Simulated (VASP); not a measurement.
Set up this calculation in VASP 6.6.1, as the native input.

```
Task                   : electric field gradients
Functional             : PBE
Potentials or basis    : VASP PAW PBE potentials, release 64 (Tl_d, Cl)
Cutoff                 : 400 eV
k mesh                 : 3 × 3 × 3
Occupations            : gaussian, width 0.01 eV
Spin                   : no spin polarisation
Dipole correction      : no
Further INCAR settings : ALGO = Normal; EDIFF = 1e-08; NBANDS = 94
```

The structure of TlCl lies in POSCAR:

```
TlCl
1.0
    7.6680000000      0.0000000000      0.0000000000
    0.0000000000      7.6680000000      0.0000000000
    0.0000000000      0.0000000000      7.6680000000
Tl Cl
8 8
Direct
    0.0000000000      0.0000000000      0.0000000000
    0.0000000000      0.0000000000      0.5000000000
    0.0000000000      0.5000000000      0.0000000000
    0.0000000000      0.5000000000      0.5000000000
    0.5000000000      0.0000000000      0.0000000000
    0.5000000000      0.0000000000      0.5000000000
    0.5000000000      0.5000000000      0.0000000000
    0.5000000000      0.5000000000      0.5000000000
    0.2500000000      0.2500000000      0.2500000000
    0.2500000000      0.2500000000      0.7500000000
    0.2500000000      0.7500000000      0.2500000000
    0.2500000000      0.7500000000      0.7500000000
    0.7500000000      0.2500000000      0.2500000000
    0.7500000000      0.2500000000      0.7500000000
    0.7500000000      0.7500000000      0.2500000000
    0.7500000000      0.7500000000      0.7500000000
```

One way to write it, as run:

INCAR

```
  PREC = Accurate
  ENCUT = 400
  EDIFF = 1E-8
  ISMEAR = 0
  SIGMA = 0.01
  LREAL = F
  LASPH = T
  NELM = 120
  ALGO = Normal
  ISIF = 2
  LWAVE = F
  LCHARG = F
  GGA = PE
  LEFG = T
  NBANDS = 94
  GGA_COMPAT = F
```

KPOINTS

```
regular mesh
0
Gamma
  3 3 3
```

Potentials or basis: VASP PAW PBE potentials, release 64 (Tl_d, Cl).

Run with:

```sh
$ cat potpaw_PBE.64/Tl_d/POTCAR potpaw_PBE.64/Cl/POTCAR > POTCAR
$ mpirun -np 1 vasp_std > vasp.out
```

Results of the run:

The pressure is 1.2 GPa and the band gap on the k mesh is 2.08 eV.

Caveat: without QUAD_EFG the Cq values of the log hold for a quadrupole moment of 1 mb, not for the nuclei; spin-orbit coupling is left out, which moves the levels of the heavy elements.

Wall time 110 s on 1 thread of Intel(R) Xeon(R) 6975P-C (Granite Rapids) (shared host), peak memory 0.38 GiB.
